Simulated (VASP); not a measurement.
Set up this calculation in VASP 6.6.1, as the native input.

```yaml
Task: relaxation of cell and atoms
Functional: PBE
Potentials_or_basis: VASP PAW PBE potentials, release 64 (Pt, C, Cr_pv)
Cutoff: 600 eV
k_mesh: 10 × 10 × 10
Occupations: gaussian, width 0.1 eV
Spin: no spin polarisation
Dipole_correction: no
Further_INCAR_settings: ALGO = Normal; EDIFF = 1e-07; IBRION = 2; EDIFFG = -0.01; NSW = 100; ISIF = 3
```

The structure of Cr3PtC lies in POSCAR:

```
Cr3PtC
1.0
    3.8510071284      0.0000000000      0.0000000000
    0.0000000000      3.8510071284      0.0000000000
    0.0000000000      0.0000000000      3.8510071284
Pt C Cr
1 1 3
Direct
    0.0000000000      0.0000000000      0.0000000000
    0.5000000000      0.5000000000      0.5000000000
    0.5000000000      0.5000000000      0.0000000000
    0.5000000000      0.0000000000      0.5000000000
    0.0000000000      0.5000000000      0.5000000000
```

One way to write it, as run:

INCAR

```
ALGO = Normal
EDIFF = 1E-7
EDIFFG = -0.01
ENCUT = 600
GGA = PE
IBRION = 2
ISIF = 3
ISMEAR = 0
LASPH = T
LCHARG = F
LREAL = F
LWAVE = F
NELM = 80
NSW = 100
PREC = Accurate
SIGMA = 0.1
```

KPOINTS

```
k-points
0
Gamma
  10 10 10
```

Potentials or basis: VASP PAW PBE potentials, release 64 (Pt, C, Cr_pv).

The run is started by

```console
$ cat potpaw_PBE.64/Pt/POTCAR potpaw_PBE.64/C/POTCAR potpaw_PBE.64/Cr_pv/POTCAR > POTCAR
$ mpirun -np 1 vasp_std > vasp.out
```

Results of the run:

```yaml
Pressure_after_relaxing: 0.1 GPa
Band_gap_on_the_k_mesh: zero (band 25 reaches 11.30 eV, above the bottom of band 26 at 10.25 eV)
```

Caveat: the relaxation stopped at its first step, so nothing moved; spin-orbit coupling is left out, which moves the levels of the heavy elements.

It took 2.2 min on 1 thread of Oxide Virtual Turin-like Processor, on a shared host, peak memory 0.22 GiB.
